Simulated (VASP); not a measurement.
# SrTiO3 (P1) in VASP: single point with PBE+U

Aim: the single point of SrTiO3 with PBE+U.

All numbers are computed with VASP 6.6.1; they aren't measurements. Logs are shortened: lines on timing, memory, paths and dates and some standing lists are left out, and cuts for length are marked.

## Step 1: The cell of the first run

The typed cell holds 5 atoms: a = 3.930 Å, b = 4.134 Å, c = 3.808 Å, α = 87.04°, β = 96.36°, γ = 97.18°.

## Step 2: Single point, PBE+U

Input file INCAR:

```
SYSTEM = SrTiO3
PREC = Accurate
ENCUT = 520
EDIFF = 1E-7
ISMEAR = 0
SIGMA = 0.05
LREAL = .FALSE.
LASPH = .TRUE.
NELM = 150
ALGO = Normal
ISIF = 2
LWAVE = .FALSE.
LCHARG = .TRUE.
LMAXMIX = 4
LDAU = .TRUE.
LDAUTYPE = 2
LDAUL = -1 2 -1
LDAUU = 0 4 0
LDAUJ = 0 0 0
LDAUPRINT = 1
GGA = PE
LELF = .TRUE.
LVHAR = .TRUE.
NBANDS = 28
```

Input file KPOINTS:

```
regular mesh
0
G
  6 6 6
  0 0 0
```

Input file POSCAR:

```
SrTiO3
1.0
    3.9159891099     -0.2499129247     -0.2118341939
   -0.2499129247      4.1248410195      0.0959971485
   -0.2118341939      0.0959971485      3.8004841596
Sr Ti O
1 1 3
Direct
    0.0321008470     -0.0422249757     -0.0200398544
    0.5147549747      0.4699658633      0.4966667927
   -0.0092539907      0.5221011950      0.5065340126
    0.4850387821      0.0227556844      0.5146684532
    0.4773593868      0.5274022332      0.0021705957
```

Potentials or basis: VASP PAW PBE potentials, release 64 (Sr_sv, Ti_sv, O).

Command:

```bash
$ cat potpaw_PBE.64/Sr_sv/POTCAR potpaw_PBE.64/Ti_sv/POTCAR potpaw_PBE.64/O/POTCAR > POTCAR
$ mpirun -np 1 vasp_std > vasp.out
```

OUTCAR:

```text
SYSTEM = SrTiO3
   PREC = Accurate
   ENCUT = 520
   EDIFF = 1E-7
   ISMEAR = 0
   LREAL = .FALSE.
   LASPH = .TRUE.
   NELM = 150
   ISIF = 2
   GGA = PE

 ion  position               nearest neighbor table
   1  0.032  0.958  0.980-   4 2.55   3 2.59   4 2.63   3 2.63   5 2.64   5 2.64   4 2.66   5 2.75
                             3 2.88   4 3.16   2 3.18   3 3.18   2 3.25   2 3.29   2 3.35   2 3.39
   2  0.515  0.470  0.497-   4 1.84   3 1.85   5 1.88   5 1.98   3 2.10   4 2.31   1 3.18   1 3.25
                             1 3.29   1 3.35   1 3.39   1 3.44   1 3.63   1 3.86
   3  0.991  0.522  0.507-   2 1.85   2 2.10   1 2.59   1 2.63   1 2.88   1 3.18
   4  0.485  0.023  0.515-   2 1.84   2 2.31   1 2.55   1 2.63   1 2.66   1 3.16
   5  0.477  0.527  0.002-   2 1.88   2 1.98   1 2.64   1 2.64   1 2.75   1 3.41

  LATTYP: Found a triclinic cell.
 ALAT       =     6.6825204666
 B/A-ratio  =     1.3017050505
 C/A-ratio  =     0.5697840537
 COS(alpha) =     0.0009391739
 COS(beta)  =     0.6029881256
 COS(gamma) =     0.7492958081

  Lattice vectors:

 A1 = (  -3.8779103791,  -3.7789309463,   3.9163212050)
 A2 = (  -3.4161632605,  -7.9997691143,   0.0198398969)
 A3 = (  -0.2118341939,   0.0959971485,   3.8004841596)

Analysis of symmetry for initial positions (statically):
=====================================================================
 Subroutine PRICEL returns:
 Original cell was already a primitive cell.

 Routine SETGRP: Setting up the symmetry group for a
 triclinic supercell.

 Subroutine GETGRP returns: Found  1 space group operations
 (whereof  1 operations were pure point group operations)
 out of a pool of  2 trial point group operations.

The static configuration has the point symmetry C_1 .

Analysis of symmetry for dynamics (positions and initial velocities):
=====================================================================
 Subroutine PRICEL returns:
 Original cell was already a primitive cell.

 Routine SETGRP: Setting up the symmetry group for a
 triclinic supercell.

 Subroutine GETGRP returns: Found  1 space group operations
 (whereof  1 operations were pure point group operations)
 out of a pool of  2 trial point group operations.

The dynamic configuration has the point symmetry C_1 .

 Subroutine INISYM returns: Found  1 space group operations
 (whereof  1 operations are pure point group operations),
 and found     1 'primitive' translations

----------------------------------------------------------------------------------------

                                     Primitive cell

  volume of cell :      60.9402

  direct lattice vectors                    reciprocal lattice vectors
     3.915989110 -0.249912925 -0.211834194     0.257091014  0.015251913  0.013944678
    -0.249912925  4.124841019  0.095997149     0.015251913  0.243481005 -0.005300010
    -0.211834194  0.095997149  3.800484160     0.013944678 -0.005300010  0.264035503

  length of vectors
     3.929669312  4.133519730  3.807593600     0.257920267  0.244015800  0.264456595

  position of ions in fractional coordinates (direct lattice)
     0.032100847  0.957775024  0.979960146
     0.514754975  0.469965863  0.496666793
     0.990746009  0.522101195  0.506534013
     0.485038782  0.022755684  0.514668453
     0.477359387  0.527402233  0.002170596

  ion indices of the primitive-cell ions
   primitive index   ion index
                 1           1
                 2           2
                 3           3
                 4           4
                 5           5

----------------------------------------------------------------------------------------

 KPOINTS: regular mesh

Automatic generation of k-mesh.
 Grid dimensions read from file:
 generate k-points for:    6    6    6

 Generating k-lattice:

  Cartesian coordinates                     Fractional coordinates (reciprocal lattice)
     0.042848502  0.002541986  0.002324113     0.166666667  0.000000000 -0.000000000
     0.002541986  0.040580167 -0.000883335     0.000000000  0.166666667  0.000000000
     0.002324113 -0.000883335  0.044005917     0.000000000  0.000000000  0.166666667

  Length of vectors
     0.042986711  0.040669300  0.044076099

  Shift w.r.t. Gamma in fractional coordinates (k-lattice)
     0.000000000  0.000000000  0.000000000

 Subroutine IBZKPT returns following result:
 ===========================================

 Found    112 irreducible k-points:

 Following reciprocal coordinates:
            Coordinates               Weight
  0.000000  0.000000  0.000000      1.000000
  0.166667 -0.000000  0.000000      2.000000
  0.333333  0.000000  0.000000      2.000000
  0.500000  0.000000  0.000000      1.000000
 -0.000000  0.166667  0.000000      2.000000
  0.166667  0.166667  0.000000      2.000000
[... 16 lines left out ...]
  0.333333  0.000000  0.166667      2.000000
  0.500000 -0.000000  0.166667      2.000000
 [... further k-points ...]
   k-points           NKPTS =    112   k-points in BZ     NKDIM =    112   number of bands    NBANDS=     28
   number of dos      NEDOS =    301   number of ions     NIONS =      5
   total plane-waves  NPLWV =  26880
   dimension x,y,z NGX =    30 NGY =   32 NGZ =   28
   dimension x,y,z NGXF=    60 NGYF=   64 NGZF=   56
   ions per type =               1   1   3
   NGX,Y,Z   is equivalent  to a cutoff of  12.69, 12.87, 12.23 a.u.
   NGXF,Y,Z  is equivalent  to a cutoff of  25.38, 25.74, 24.45 a.u.
 SYSTEM =  SrTiO3
   PREC   = accura    normal or accurate (medium, high low for compatibility)
   ISTART =      0    job   : 0-new  1-cont  2-samecut
   ICHARG =      2    charge: 1-file 2-atom 10-const
   ISPIN  =      1    spin polarized calculation?
   LNONCOLLINEAR =      F non collinear calculations
   LSORBIT =      F    spin-orbit coupling
   LASPH  =      T    aspherical Exc in radial PAW
   ENCUT  =  520.0 eV  38.22 Ry    6.18 a.u.   7.31  7.69  7.08*2*pi/ulx,y,z
   NELM   =    150;   NELMIN=  2; NELMDL= -5     # of ELM steps
   EDIFF  = 0.1E-06   stopping-criterion for ELM
   LREAL  =      F    real-space projection
   EDIFFG = 0.1E-05   stopping-criterion for IOM
   NSW    =      0    number of steps for IOM
   IBRION =     -1    ionic relax: 0-MD 1-quasi-New 2-CG
   NFREE  =      0    steps in history (QN), initial steepest desc. (CG)
   ISIF   =      2    stress and relaxation
   ISYM   =      2    0-nonsym 1-usesym 2-fastsym
   POTIM  = 0.5000    time-step for ionic-motion
   TEBEG  =    0.0;   TEEND  =   0.0 temperature during run
   PSTRESS=    0.0 pullay stress
   NELECT =      40.0000    total number of electrons
   NUPDOWN=      -1.0000    fix difference up-down
   EMIN   =  10.00;   EMAX   =-10.00  energy-range for DOS
   EFERMI =   0.00;   METHOD = LEGACY
   ISMEAR =     0;   SIGMA  =   0.05  broadening in eV -4-tet -1-fermi 0-gaus
   EFERMI_NEDOS =   21; number of points for ismear=-14 and -15
   IALGO  =     38    algorithm
   IMIX   =      4    mixing-type and parameters
     AMIX     =   0.40;   BMIX     =  1.00
     AMIX_MAG =   1.60;   BMIX_MAG =  1.00
  volume/ion in A,a.u.               =      12.19        82.25
  Fermi-wavevector in a.u.,A,eV,Ry     =   1.422744  2.688597 27.540934  2.024202
  Thomas-Fermi vector in A             =   2.543416
   LORBIT       =      0    0 simple, 1 ext, 2 COOP (PROOUT), +10 PAW based schemes
 LDA+U is selected, type is set to LDAUTYPE =  2
   angular momentum for each species LDAUL =    -1    2   -1
   U (eV)           for each species LDAUU =   0.0  4.0  0.0
   J (eV)           for each species LDAUJ =   0.0  0.0  0.0
   GGA     = PE    functional components
   LHFCALC =     F    Hartree Fock is set to
   AEXX    =    0.0000 exact exchange contribution
   IVDW    =     0    specifies the selected vdW correction
   LEPSILON=     F    determine dielectric tensor
   LRPA    =     F    only Hartree local field effects (RPA)
 non-spin polarized calculation
 Gauss-broadening in eV      SIGMA  =   0.05
  energy-cutoff  :      520.00
  volume of cell :       60.94
 maximum number of plane-waves:      1655
 NGX is ok and might be reduce to    30
   NGX = 15   NGY = 15   NGZ = 15

atom =   2  type =  2  l = 2

 onsite density matrix

spin component  1

  0.1130  0.0014 -0.0023 -0.0018  0.0017
  0.0014  0.1190 -0.0015  0.0009  0.0019
 -0.0023 -0.0015  0.2626 -0.0013 -0.0028
 -0.0018  0.0009 -0.0013  0.1148 -0.0063
  0.0017  0.0019 -0.0028 -0.0063  0.2591

spin component  2

  0.1130  0.0014 -0.0023 -0.0018  0.0017
  0.0014  0.1190 -0.0015  0.0009  0.0019
 -0.0023 -0.0015  0.2626 -0.0013 -0.0028
 -0.0018  0.0009 -0.0013  0.1148 -0.0063
  0.0017  0.0019 -0.0028 -0.0063  0.2591

 occupancies and eigenvectors

  o =  0.1114  v = -0.8177  0.2156 -0.0154 -0.5333 -0.0163  0.0000  0.0000  0.0000  0.0000  0.0000      0.0000  0.0000  0.0000  0.0000  0.0000  0.0000  0.0000  0.0000  0.0000  0.0000
  o =  0.1114  v =  0.0000  0.0000  0.0000  0.0000  0.0000 -0.8177  0.2156 -0.0154 -0.5333 -0.0163      0.0000  0.0000  0.0000  0.0000  0.0000  0.0000  0.0000  0.0000  0.0000  0.0000
  o =  0.1156  v =  0.5515  0.0287  0.0005 -0.8326 -0.0435  0.0000  0.0000  0.0000  0.0000  0.0000      0.0000  0.0000  0.0000  0.0000  0.0000  0.0000  0.0000  0.0000  0.0000  0.0000
  o =  0.1156  v =  0.0000  0.0000  0.0000  0.0000  0.0000  0.5515  0.0287  0.0005 -0.8326 -0.0435      0.0000  0.0000  0.0000  0.0000  0.0000  0.0000  0.0000  0.0000  0.0000  0.0000
  o =  0.1193  v = -0.1641 -0.9759 -0.0138 -0.1428  0.0085  0.0000  0.0000  0.0000  0.0000  0.0000      0.0000  0.0000  0.0000  0.0000  0.0000  0.0000  0.0000  0.0000  0.0000  0.0000
  o =  0.1193  v =  0.0000  0.0000  0.0000  0.0000  0.0000 -0.1641 -0.9759 -0.0138 -0.1428  0.0085      0.0000  0.0000  0.0000  0.0000  0.0000  0.0000  0.0000  0.0000  0.0000  0.0000
  o =  0.2578  v = -0.0028 -0.0062 -0.5021  0.0427 -0.8637  0.0000  0.0000  0.0000  0.0000  0.0000      0.0000  0.0000  0.0000  0.0000  0.0000  0.0000  0.0000  0.0000  0.0000  0.0000
  o =  0.2578  v =  0.0000  0.0000  0.0000  0.0000  0.0000 -0.0028 -0.0062 -0.5021  0.0427 -0.8637      0.0000  0.0000  0.0000  0.0000  0.0000  0.0000  0.0000  0.0000  0.0000  0.0000
  o =  0.2643  v =  0.0000  0.0000  0.0000  0.0000  0.0000  0.0192  0.0153 -0.8645 -0.0135  0.5018      0.0000  0.0000  0.0000  0.0000  0.0000  0.0000  0.0000  0.0000  0.0000  0.0000
  o =  0.2643  v =  0.0192  0.0153 -0.8645 -0.0135  0.5018  0.0000  0.0000  0.0000  0.0000  0.0000      0.0000  0.0000  0.0000  0.0000  0.0000  0.0000  0.0000  0.0000  0.0000  0.0000

 number of electron      39.9999998 magnetization

 Free energy of the ion-electron system (eV)
  ---------------------------------------------------
  ext. energy  EPLUGINS =         0.00000000
  ---------------------------------------------------
  free energy    TOTEN  =       -36.66727373 eV

  energy without entropy =      -36.66727373  energy(sigma->0) =      -36.66727373

 E-fermi :   4.6647     XC(G=0): -11.1065

 val. band max:        4.2864140506   @ k =   0.5000   0.5000   0.5000
 cond. band min:       6.7504572987   @ k =   0.0000   0.0000   0.0000
 fundamental gap:      2.4640432481
 Fermi energy:         4.6646643317

 k-point     1 :       0.0000    0.0000    0.0000
  band No.  band energies     occupation
      1     -53.1955      2.00000
      2     -29.5006      2.00000
      3     -29.4356      2.00000
      4     -29.3570      2.00000
      5     -28.6147      2.00000
      6     -13.3880      2.00000
[... 20 lines left out ...]
     27       9.7905      0.00000
     28      10.2551      0.00000

 k-point     2 :       0.1667   -0.0000    0.0000
  band No.  band energies     occupation
      1     -53.1952      2.00000
      2     -29.5063      2.00000
      3     -29.4396      2.00000
      4     -29.3643      2.00000
      5     -28.6044      2.00000
      6     -13.4073      2.00000
[... 674 lines left out ...]
 k-point    24 :       0.5000   -0.0000    0.1667
  band No.  band energies     occupation
      1     -53.1937      2.00000
      2     -29.5280      2.00000
      3     -29.4546      2.00000
      4     -29.3922      2.00000
      5     -28.5721      2.00000
      6     -13.4384      2.00000
[... 20 lines left out ...]
     27      11.5847      0.00000
     28      12.4834      0.00000

 [... further k-points ...]

------------------------ aborting loop because EDIFF is reached ----------------------------------------

  FORCE on cell =-STRESS in cart. coord.  units (eV):
  Direction    XX          YY          ZZ          XY          YZ          ZX
  --------------------------------------------------------------------------------------
  -------------------------------------------------------------------------------------
  Total        4.2961441      2.5641127      5.9523228      4.1103015     -1.1153013      4.0858262
  in kB      112.9498225     67.4130263    156.4923790    108.0638409    -29.3223594    107.4203603
  external PRESSURE =     112.2850760 kB  Pullay stress =       0.0000000 kB

 VOLUME and BASIS-vectors are now :
 -----------------------------------------------------------------------------
  energy-cutoff  :      520.00
  volume of cell :       60.94
      direct lattice vectors                 reciprocal lattice vectors
     3.915989110 -0.249912925 -0.211834194     0.257091014  0.015251913  0.013944678
    -0.249912925  4.124841019  0.095997149     0.015251913  0.243481005 -0.005300010
    -0.211834194  0.095997149  3.800484160     0.013944678 -0.005300010  0.264035503

 POSITION                                       TOTAL-FORCE (eV/Angst)
 -----------------------------------------------------------------------------------
     -0.32124      4.03672      3.80947        -0.027552      0.046099      0.010624
      1.79311      1.85757      1.82365        -0.415165      0.538208      0.199323
      3.64197      1.95461      1.76532         0.418490     -0.021951     -0.020591
      1.78470      0.02205      1.85543         0.026046     -0.570066     -0.000936
      1.73707      2.05636     -0.04224        -0.001820      0.007711     -0.188420
 -----------------------------------------------------------------------------------
    total drift:                                0.000322     -0.000101      0.000567

  FREE ENERGIE OF THE ION-ELECTRON SYSTEM (eV)
  ---------------------------------------------------
  free  energy   TOTEN  =       -36.6672737252 eV

  energy  without entropy=      -36.6672737252  energy(sigma->0) =      -36.66727373
```

It took 83 s on 1 thread of Intel Xeon 6975P-C (Granite Rapids), shared host; peak memory 0.3 GiB.

Results:

```
Free energy            : -36.6673 eV
Pressure               : 11.2 GPa
Largest force          : 0.708 eV/Å
Band gap on the k mesh : 2.46 eV, indirect (least direct gap 2.89 eV)
```

Forces on the atoms (eV/Å):
```
Sr  -0.028  0.046  0.011
Ti  -0.415  0.538  0.199
O    0.418 -0.022 -0.021
O    0.026 -0.570 -0.001
O   -0.002  0.008 -0.188
```

Levels at points of the mesh, in eV from the valence-band top:
```csv
k point,band 17,band 18,band 19,band 20,band 21,band 22,band 23,band 24
"(0.00, 0.00, 0.00)",-1.56,-1.22,-0.85,-0.43,2.46,2.92,3.32,4.50
"(0.50, 0.00, 0.00)",-2.33,-2.25,-1.60,-1.23,3.04,4.11,4.24,4.54
"(0.00, 0.50, 0.00)",-2.32,-2.10,-1.45,-0.47,2.72,3.98,4.16,4.69
"(0.50, 0.50, 0.00)",-2.02,-1.78,-1.70,-0.43,3.88,4.31,4.36,5.50
"(0.00, 0.00, 0.50)",-2.36,-2.19,-1.86,-0.99,2.97,4.13,4.32,4.46
"(0.50, 0.00, 0.50)",-1.96,-1.82,-1.57,-0.03,4.05,4.27,4.43,4.73
"(0.00, 0.50, 0.50)",-1.92,-1.73,-1.68,-0.51,3.93,4.24,4.43,5.04
"(0.50, 0.50, 0.50)",-3.35,-0.50,-0.43,0.00,4.48,4.58,4.77,6.01
```

Eigenvalues of the final occupation matrices:
```tsv
site	spin	trace	eigenvalues
site 2 d	1	0.87	0.11 0.12 0.12 0.26 0.26
site 2 d	2	0.87	0.11 0.12 0.12 0.26 0.26
```

Caveat: the cell differs from its parent crystal (cell sheared at random, sigma 0.06, atoms nudged by 0.01 Å, then relaxed in part). A k mesh can miss the band edges.
